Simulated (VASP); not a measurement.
# Co (P6_3/mmc) in VASP: notebook

Runs on Co. Level: PBE. Tasks: single point.

Program: VASP 6.6.1. These are calculated values, not measurements. Logs are shortened: lines on timing, memory, paths and dates and some standing lists are left out, and cuts for length are marked.

## Step 1: The cell of the first run

It takes space group P6_3/mmc (No. 194, hexagonal). The conventional cell has a = 2.493 Å, b = 2.493 Å, c = 4.037 Å, α = 90.00°, β = 90.00°, γ = 120.00°. Within 3.3 Å of Co (site symmetry -6m2) lie 12 Co at 2.48 to 2.49 Å.

## Step 2: Single point, PBE, collinear spin, ferromagnetic start

INCAR reads:

```
SYSTEM = Co
PREC = Accurate
ENCUT = 520
EDIFF = 1E-6
ISMEAR = -1
SIGMA = 0.1
LREAL = .False.
LASPH = .True.
NELM = 150
ALGO = Normal
ISIF = 2
LWAVE = .False.
LCHARG = .False.
ISPIN = 2
MAGMOM = 1.7 1.7
LORBIT = 11
LMAXMIX = 4
GGA = PE
NBANDS = 20
```

KPOINTS reads:

```
regular mesh
0
Gamma
  15 15 8
  0 0 0
```

POSCAR reads:

```
Co
1.0
    1.2465199218     -2.1590358373      0.0000000000
    1.2465199218      2.1590358373      0.0000000000
    0.0000000000      0.0000000000      4.0369295817
Co
2
Direct
    0.6666666670      0.3333333330      0.2500000000
    0.3333333330      0.6666666670      0.7500000000
```

Potentials or basis: VASP PAW PBE potentials, release 64 (Co).

The run is started by

```console
$ cat potpaw_PBE.64/Co/POTCAR > POTCAR
$ mpirun -np 1 vasp_std > vasp.out
```

OUTCAR:

```text
SYSTEM = Co
   PREC = Accurate
   ENCUT = 520
   EDIFF = 1E-6
   ISMEAR = -1
   LREAL = .False.
   LASPH = .True.
   NELM = 150
   ISIF = 2
   ISPIN = 2
   LORBIT = 11
   GGA = PE

 ion  position               nearest neighbor table
   1  0.667  0.333  0.250-   2 2.48   2 2.48   2 2.48   2 2.48   2 2.48   2 2.48
   2  0.333  0.667  0.750-   1 2.48   1 2.48   1 2.48   1 2.48   1 2.48   1 2.48

  LATTYP: Found a hexagonal cell.
 ALAT       =     2.4930398437
 C/A-ratio  =     1.6192800095

  Lattice vectors:

 A1 = (   1.2465199218,  -2.1590358373,   0.0000000000)
 A2 = (   1.2465199218,   2.1590358373,   0.0000000000)
 A3 = (   0.0000000000,   0.0000000000,   4.0369295817)

Analysis of symmetry for initial positions (statically):
=====================================================================
 Subroutine PRICEL returns:
 Original cell was already a primitive cell.

 Routine SETGRP: Setting up the symmetry group for a
 hexagonal supercell.

 Subroutine GETGRP returns: Found 24 space group operations
 (whereof 12 operations were pure point group operations)
 out of a pool of 24 trial point group operations.

The static configuration has the point symmetry D_3d.
 The point group associated with its full space group is D_6h.

Analysis of symmetry for dynamics (positions and initial velocities):
=====================================================================
 Subroutine PRICEL returns:
 Original cell was already a primitive cell.

 Routine SETGRP: Setting up the symmetry group for a
 hexagonal supercell.

 Subroutine GETGRP returns: Found 24 space group operations
 (whereof 12 operations were pure point group operations)
 out of a pool of 24 trial point group operations.

The dynamic configuration has the point symmetry D_3d.
 The point group associated with its full space group is D_6h.

Analysis of structural, dynamic, and magnetic symmetry:
=====================================================================
 Subroutine PRICEL returns:
 Original cell was already a primitive cell.

 Routine SETGRP: Setting up the symmetry group for a
 hexagonal supercell.

 Subroutine GETGRP returns: Found 24 space group operations
 (whereof 12 operations were pure point group operations)
 out of a pool of 24 trial point group operations.

The overall configuration has the point symmetry D_3d.
 The point group associated with its full space group is D_6h.

 Subroutine INISYM returns: Found 24 space group operations
 (whereof 12 operations are pure point group operations),
 and found     1 'primitive' translations

----------------------------------------------------------------------------------------

                                     Primitive cell

  volume of cell :      21.7290

  direct lattice vectors                    reciprocal lattice vectors
     1.246519922 -2.159035837  0.000000000     0.401116734 -0.231584854  0.000000000
     1.246519922  2.159035837  0.000000000     0.401116734  0.231584854  0.000000000
     0.000000000  0.000000000  4.036929582     0.000000000  0.000000000  0.247713015

  length of vectors
     2.493039844  2.493039844  4.036929582     0.463169709  0.463169709  0.247713015

  position of ions in fractional coordinates (direct lattice)
     0.666666667  0.333333333  0.250000000
     0.333333333  0.666666667  0.750000000

  ion indices of the primitive-cell ions
   primitive index   ion index
                 1           1
                 2           2

----------------------------------------------------------------------------------------

 KPOINTS: regular mesh

Automatic generation of k-mesh.
 Grid dimensions read from file:
 generate k-points for:   15   15    8

 Generating k-lattice:

  Cartesian coordinates                     Fractional coordinates (reciprocal lattice)
     0.026741116 -0.015438990  0.000000000     0.066666667  0.000000000  0.000000000
     0.026741116  0.015438990  0.000000000     0.000000000  0.066666667  0.000000000
     0.000000000  0.000000000  0.030964127     0.000000000  0.000000000  0.125000000

  Length of vectors
     0.030877981  0.030877981  0.030964127

  Shift w.r.t. Gamma in fractional coordinates (k-lattice)
     0.000000000  0.000000000  0.000000000

 Subroutine IBZKPT returns following result:
 ===========================================

 Found    135 irreducible k-points:

 Following reciprocal coordinates:
            Coordinates               Weight
  0.000000  0.000000  0.000000      1.000000
  0.066667 -0.000000  0.000000      6.000000
  0.133333  0.000000  0.000000      6.000000
  0.200000  0.000000  0.000000      6.000000
  0.266667  0.000000  0.000000      6.000000
  0.333333  0.000000  0.000000      6.000000
[... 16 lines left out ...]
  0.333333  0.200000  0.000000     12.000000
  0.400000  0.200000  0.000000      6.000000
 [... further k-points ...]
   k-points           NKPTS =    135   k-points in BZ     NKDIM =    135   number of bands    NBANDS=     20
   number of dos      NEDOS =    301   number of ions     NIONS =      2
   total plane-waves  NPLWV =  12000
   dimension x,y,z NGX =    20 NGY =   20 NGZ =   30
   dimension x,y,z NGXF=    40 NGYF=   40 NGZF=   60
   ions per type =               2
   NGX,Y,Z   is equivalent  to a cutoff of  13.34, 13.34, 12.35 a.u.
   NGXF,Y,Z  is equivalent  to a cutoff of  26.67, 26.67, 24.71 a.u.
 SYSTEM =  Co
   PREC   = accura    normal or accurate (medium, high low for compatibility)
   ISTART =      0    job   : 0-new  1-cont  2-samecut
   ICHARG =      2    charge: 1-file 2-atom 10-const
   ISPIN  =      2    spin polarized calculation?
   LNONCOLLINEAR =      F non collinear calculations
   LSORBIT =      F    spin-orbit coupling
   LASPH  =      T    aspherical Exc in radial PAW
   ENCUT  =  520.0 eV  38.22 Ry    6.18 a.u.   4.64  4.64  7.51*2*pi/ulx,y,z
   NELM   =    150;   NELMIN=  2; NELMDL= -5     # of ELM steps
   EDIFF  = 0.1E-05   stopping-criterion for ELM
   LREAL  =      F    real-space projection
   EDIFFG = 0.1E-04   stopping-criterion for IOM
   NSW    =      0    number of steps for IOM
   IBRION =     -1    ionic relax: 0-MD 1-quasi-New 2-CG
   NFREE  =      0    steps in history (QN), initial steepest desc. (CG)
   ISIF   =      2    stress and relaxation
   ISYM   =      2    0-nonsym 1-usesym 2-fastsym
   POTIM  = 0.5000    time-step for ionic-motion
   TEBEG  =    0.0;   TEEND  =   0.0 temperature during run
   PSTRESS=    0.0 pullay stress
   NELECT =      18.0000    total number of electrons
   NUPDOWN=      -1.0000    fix difference up-down
   EMIN   =  10.00;   EMAX   =-10.00  energy-range for DOS
   EFERMI =   0.00;   METHOD = LEGACY
   ISMEAR =    -1;   SIGMA  =   0.10  broadening in eV -4-tet -1-fermi 0-gaus
   EFERMI_NEDOS =   21; number of points for ismear=-14 and -15
   IALGO  =     38    algorithm
   IMIX   =      4    mixing-type and parameters
     AMIX     =   0.40;   BMIX     =  1.00
     AMIX_MAG =   1.60;   BMIX_MAG =  1.00
  volume/ion in A,a.u.               =      10.86        73.32
  Fermi-wavevector in a.u.,A,eV,Ry     =   1.537513  2.905479 32.163459  2.363948
  Thomas-Fermi vector in A             =   2.644012
   LORBIT       =     11    0 simple, 1 ext, 2 COOP (PROOUT), +10 PAW based schemes
   GGA     = PE    functional components
   LHFCALC =     F    Hartree Fock is set to
   AEXX    =    0.0000 exact exchange contribution
   IVDW    =     0    specifies the selected vdW correction
   LEPSILON=     F    determine dielectric tensor
   LRPA    =     F    only Hartree local field effects (RPA)
 spin polarized calculation
  energy-cutoff  :      520.00
  volume of cell :       21.73
 maximum number of plane-waves:       604
 NGX is ok and might be reduce to    20
   NGX =  9   NGY =  9   NGZ = 15

 number of electron      17.9999998 magnetization       3.2280602

 Free energy of the ion-electron system (eV)
  ---------------------------------------------------
  ext. energy  EPLUGINS =         0.00000000
  ---------------------------------------------------
  free energy    TOTEN  =       -14.10181143 eV

  energy without entropy =      -14.04108061  energy(sigma->0) =      -14.07144602

 E-fermi :  10.2345     XC(G=0): -13.3958

 val. band max:       10.2298424462   @ k =   0.4000   0.2000   0.5000
 cond. band min:      10.2378636087   @ k =   0.2000   0.0000   0.0000
 fundamental gap:      0.0080211625
 Fermi energy:        10.2345232735

 spin component 1

 k-point     1 :       0.0000    0.0000    0.0000
  band No.  band energies     occupation
      1       1.3350      1.00000
      2       5.1141      1.00000
      3       7.6230      1.00000
      4       7.6498      1.00000
      5       7.6498      1.00000
      6       7.9590      1.00000
[... 12 lines left out ...]
     19      36.1256      0.00000
     20      36.1256      0.00000

 k-point     2 :       0.0667   -0.0000    0.0000
  band No.  band energies     occupation
      1       1.4911      1.00000
      2       5.2085      1.00000
      3       7.4636      1.00000
      4       7.7225      1.00000
      5       7.7885      1.00000
      6       7.9247      1.00000
[... 12 lines left out ...]
     19      37.8924      0.00000
     20      38.2603      0.00000
[... 465 lines left out ...]
      3       6.0500      1.00000
      4       6.8593      1.00000
      5       7.3246      1.00000
      6       7.6630      1.00000
[... 12 lines left out ...]
     19      29.7411      0.00000
     20      39.0722      0.00000

 k-point    24 :       0.4000    0.2000    0.0000
  band No.  band energies     occupation
      1       5.8965      1.00000
      2       5.9974      1.00000
      3       6.0083      1.00000
      4       7.0086      1.00000
      5       7.3494      1.00000
      6       7.5790      1.00000
[... 12 lines left out ...]
     19      29.5725      0.00000
     20      38.9942      0.00000

 [... further k-points ...]

 spin component 2

 k-point     1 :       0.0000    0.0000    0.0000
  band No.  band energies     occupation
      1       1.3334      1.00000
      2       6.0564      1.00000
      3       9.2510      0.99995
      4       9.2891      0.99992
      5       9.2891      0.99992
      6       9.6518      0.99706
[... 12 lines left out ...]
     19      36.4194      0.00000
     20      36.4194      0.00000

 k-point     2 :       0.0667   -0.0000    0.0000
  band No.  band energies     occupation
      1       1.4900      1.00000
      2       6.1636      1.00000
      3       9.0651      0.99999
      4       9.3691      0.99983
      5       9.4425      0.99964
      6       9.5880      0.99845
[... 12 lines left out ...]
     19      38.1348      0.00000
     20      38.1945      0.00000
[... 465 lines left out ...]
      3       7.2688      1.00000
      4       7.8194      1.00000
      5       8.8741      1.00000
      6       9.1849      0.99997
[... 12 lines left out ...]
     19      30.0919      0.00000
     20      39.3586      0.00000

 k-point    24 :       0.4000    0.2000    0.0000
  band No.  band energies     occupation
      1       6.9391      1.00000
      2       7.1769      1.00000
      3       7.1933      1.00000
      4       7.8778      1.00000
      5       8.9132      1.00000
      6       9.0693      0.99999
[... 12 lines left out ...]
     19      29.9214      0.00000
     20      39.2858      0.00000

 [... further k-points ...]

------------------------ aborting loop because EDIFF is reached ----------------------------------------

  FORCE on cell =-STRESS in cart. coord.  units (eV):
  Direction    XX          YY          ZZ          XY          YZ          ZX
  --------------------------------------------------------------------------------------
  -------------------------------------------------------------------------------------
  Total       -0.0585508     -0.0585508     -0.0882021      0.0000000     -0.0000000      0.0000000
  in kB       -4.3172104     -4.3172104     -6.5035317      0.0000000     -0.0000000      0.0000000
  external PRESSURE =      -5.0459842 kB  Pullay stress =       0.0000000 kB

 VOLUME and BASIS-vectors are now :
 -----------------------------------------------------------------------------
  energy-cutoff  :      520.00
  volume of cell :       21.73
      direct lattice vectors                 reciprocal lattice vectors
     1.246519922 -2.159035837  0.000000000     0.401116734 -0.231584854  0.000000000
     1.246519922  2.159035837  0.000000000     0.401116734  0.231584854  0.000000000
     0.000000000  0.000000000  4.036929582     0.000000000  0.000000000  0.247713015

 POSITION                                       TOTAL-FORCE (eV/Angst)
 -----------------------------------------------------------------------------------
      1.24652     -0.71968      1.00923         0.000000      0.000000      0.000000
      1.24652      0.71968      3.02770        -0.000000     -0.000000      0.000000
 -----------------------------------------------------------------------------------
    total drift:                               -0.000000      0.000000     -0.000000

  FREE ENERGIE OF THE ION-ELECTRON SYSTEM (eV)
  ---------------------------------------------------
  free  energy   TOTEN  =       -14.1018114290 eV

  energy  without entropy=      -14.0410806093  energy(sigma->0) =      -14.07144602

 total charge

# of ion       s       p       d       tot
------------------------------------------
    1        0.488   0.520   7.262   8.270
    2        0.488   0.520   7.262   8.270
--------------------------------------------------
tot          0.977   1.040  14.524  16.540

 magnetization (x)

# of ion       s       p       d       tot
------------------------------------------
    1       -0.014  -0.053   1.701   1.634
    2       -0.014  -0.053   1.701   1.634
--------------------------------------------------
tot         -0.029  -0.106   3.403   3.268
```

Wall time 86 s (1 thread of Intel Xeon 6975P-C (Granite Rapids), shared host); peak memory 0.2 GiB.

What came out:

```
Free energy                                           : -14.1018 eV
Pressure                                              : -0.5 GPa
Net moment                                            : 3.23 μB per cell
Site moments                                          : Co +1.63 μB
Valence electrons inside the program's atomic spheres : Co 8.27
```

Stress tensor (GPa, compression positive):
```
-0.43  0.00  0.00
 0.00 -0.43  0.00
 0.00  0.00 -0.65
```

Levels at points of the mesh, in eV from the Fermi level:
Spin up:
| k point | band 8 | band 9 | band 10 | band 11 | band 12 | band 13 | band 14 | band 15 |
| --- | --- | --- | --- | --- | --- | --- | --- | --- |
| (0.00, 0.00, 0.00) | -1.93 | -1.93 | -0.84 | -0.84 | -0.09 | 6.32 | 21.98 | 24.54 |
| (0.00, 0.00, 0.50) | -2.65 | -1.15 | -1.15 | -1.15 | -1.15 | 14.97 | 14.97 | 22.71 |
Spin down:
```csv
k point,band 5,band 6,band 7,band 8,band 9,band 10
"(0.00, 0.00, 0.00)",-0.95,-0.58,-0.58,-0.16,-0.16,-0.15
"(0.00, 0.00, 0.50)",-1.01,-1.01,-1.01,-1.01,0.72,0.72
```

## Step 3: Single point, PBE, collinear spin, ferromagnetic start

INCAR reads:

```
SYSTEM = Co
ALGO     = Normal         ! electronic algorithm
EDIFF    = 1E-6           ! SCF threshold, eV
ENCUT    = 520            ! plane-wave cutoff, eV
GGA      = PE             ! functional
ISIF     = 2              ! what is computed and relaxed
ISMEAR   = -1             ! smearing method
ISPIN    = 2              ! spin polarisation
LASPH    = .TRUE.         ! aspherical terms in the spheres
LCHARG   = .TRUE.         ! write CHGCAR
LELF     = .TRUE.         ! ELF
LMAXMIX  = 4              ! l up to which the mixer works
LORBIT   = 11             ! projections on sites
LREAL    = .FALSE.        ! projectors in reciprocal space
LVHAR    = .TRUE.       
LWAVE    = .FALSE.        ! write WAVECAR
MAGMOM   = 1.7 1.7        ! initial moments
NBANDS   = 20             ! bands
NELM     = 150            ! most SCF steps
PREC     = Accurate       ! precision mode
SIGMA    = 0.1            ! smearing width, eV
```

KPOINTS reads:

```
k-points
0
G
  20 20 11
  0 0 0
```

POSCAR reads:

```
Co
1.0
    2.4930398437      0.0000000000      0.0000000000
   -1.2465199219      2.1590358373      0.0000000000
    0.0000000000      0.0000000000      4.0369295817
Co
2
Direct
    0.3333333333      0.6666666667      0.2500000000
    0.6666666667      0.3333333333      0.7500000000
```

Potentials or basis: VASP PAW PBE potentials, release 64 (Co).

The run is started by

```console
$ cat potpaw_PBE.64/Co/POTCAR > POTCAR
$ mpirun -np 1 vasp_std > vasp.out
```

It took 2.6 min on 1 thread of Intel Xeon 6975P-C (Granite Rapids), shared host; peak memory 0.26 GiB.

Results (log left out):

| Property | Result |
| --- | --- |
| Free energy | -14.1011 eV |
| Pressure | -0.7 GPa |
| Net moment | 3.20 μB per cell |
| Site moments | Co +1.62 μB |
| Valence electrons inside the program's atomic spheres | Co 8.27 |

Stress tensor (GPa, compression positive):
```
-0.68  0.00  0.00
 0.00 -0.68  0.00
 0.00  0.00 -0.82
```

Levels at points of the mesh, in eV from the Fermi level:
Spin up:
| k point | band 9 | band 10 | band 11 | band 12 | band 13 | band 14 |
| --- | --- | --- | --- | --- | --- | --- |
| (0.00, 0.00, 0.00) | -1.92 | -0.83 | -0.83 | -0.09 | 6.33 | 21.98 |
| (0.50, 0.00, 0.00) | -0.61 | -0.54 | 1.31 | 3.32 | 9.67 | 10.32 |
Spin down:
```tsv
k point	band 4	band 5	band 6	band 7	band 8	band 9	band 10	band 11
(0.00, 0.00, 0.00)	-0.95	-0.95	-0.59	-0.59	-0.16	-0.16	-0.15	1.05
(0.50, 0.00, 0.00)	-1.84	-1.10	-1.03	-0.62	1.17	1.30	1.34	2.53
```
